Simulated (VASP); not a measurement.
Input of a VASP 6.6.1 run:

Contents of INCAR:

```
ALGO = Normal
EDIFF = 1E-6
ENCUT = 520
ISIF = 2
ISMEAR = 1
ISPIN = 2
LASPH = True
LCHARG = False
LMAXMIX = 4
LORBIT = 11
LREAL = False
LWAVE = False
MAGMOM = 0 3.5 3.5
NBANDS = 20
NELM = 150
PREC = Accurate
SIGMA = 0.1
```

The input KPOINTS:

```
k-points
0
Gamma
  7 7 9
```

POSCAR

```
AlFe2
1.0
    4.1893351084      0.0000000000      0.0000000000
   -2.0946675542      3.6280711408      0.0000000000
    0.0000000000      0.0000000000      2.5857874567
Al Fe
1 2
Direct
    0.0000000000      0.0000000000      0.0000000000
    0.3333333333      0.6666666667      0.5000000000
    0.6666666667      0.3333333333      0.5000000000
```

Potentials or basis: VASP PAW LDA potentials, release 64 (Al, Fe).

Command:

```console
$ cat potpaw_LDA.64/Al/POTCAR potpaw_LDA.64/Fe/POTCAR > POTCAR
$ mpirun -np 1 vasp_std > vasp.out
```

**Question.** Predict the pressure.

**Answer.** -17.3 GPa.

**Question.** Estimate the site moments.

**Answer.** Al -0.04; Fe +2.19 μB.

**Question.** Estimate the net moment.

**Answer.** 4.39 μB per cell.

Stress tensor (GPa, compression positive):
```
-18.27   0.00   0.00
  0.00 -18.27   0.00
  0.00   0.00 -15.41
```

Caveat: the cell stands under tension.
